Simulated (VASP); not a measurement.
# Al: single point with PBEsol

Al, a slab with vacuum:

```
CELL_PARAMETERS angstrom
2.83943 0.00000 0.00000
0.00000 4.01556 0.00000
0.00000 0.00000 24.93799
ATOMIC_POSITIONS crystal
Al 0.50000 0.50000 0.30075
Al 0.00000 0.00000 0.35768
Al 0.50000 0.50000 0.41461
Al 0.00000 0.00000 0.47154
Al 0.50000 0.50000 0.52846
Al 0.00000 0.00000 0.58539
Al 0.50000 0.50000 0.64232
Al 0.00000 0.00000 0.69925
```

```yaml
Program: VASP 6.6.1
Task: single point
Functional: PBEsol
Potentials_or_basis: VASP PAW PBE potentials, release 64 (Al)
Cutoff: 520 eV
k_mesh: 12 × 9 × 1
Occupations: gaussian, width 0.1 eV
Spin: no spin polarisation
Dipole_correction: yes
Further_INCAR_settings: ALGO = Normal; EDIFF = 1e-07; NBANDS = 22
```

The largest force is 0.254 eV/Å. The band gap on the k mesh is zero (band 12 reaches 2.53 eV, above the bottom of band 13 at 0.24 eV).

Forces on the atoms (eV/Å):
```
Al   0.000  0.000  0.232
Al   0.000  0.000 -0.254
Al   0.000  0.000 -0.072
Al   0.000  0.000 -0.098
Al   0.000  0.000  0.098
Al   0.000  0.000  0.072
Al   0.000  0.000  0.254
Al   0.000  0.000 -0.232
```

Levels at points of the mesh, in eV from the Fermi level:
| k point | band 8 | band 9 | band 10 | band 11 | band 12 | band 13 | band 14 | band 15 | band 16 | band 17 |
| --- | --- | --- | --- | --- | --- | --- | --- | --- | --- | --- |
| (0.00, 0.00, 0.00) | -1.96 | -1.39 | -1.29 | -0.80 | -0.48 | 0.41 | 0.76 | 1.07 | 2.46 | 2.65 |
| (0.50, 0.00, 0.00) | -2.94 | -0.89 | -0.89 | 1.05 | 1.05 | 1.52 | 1.52 | 2.24 | 2.24 | 3.03 |

Wall time 9.2 min on 1 thread of Intel Xeon 8259CL, with other jobs on the host, peak memory 0.44 GiB.

Caveat: the PAW data sets were made with another functional, which shifts forces and pressure a little.
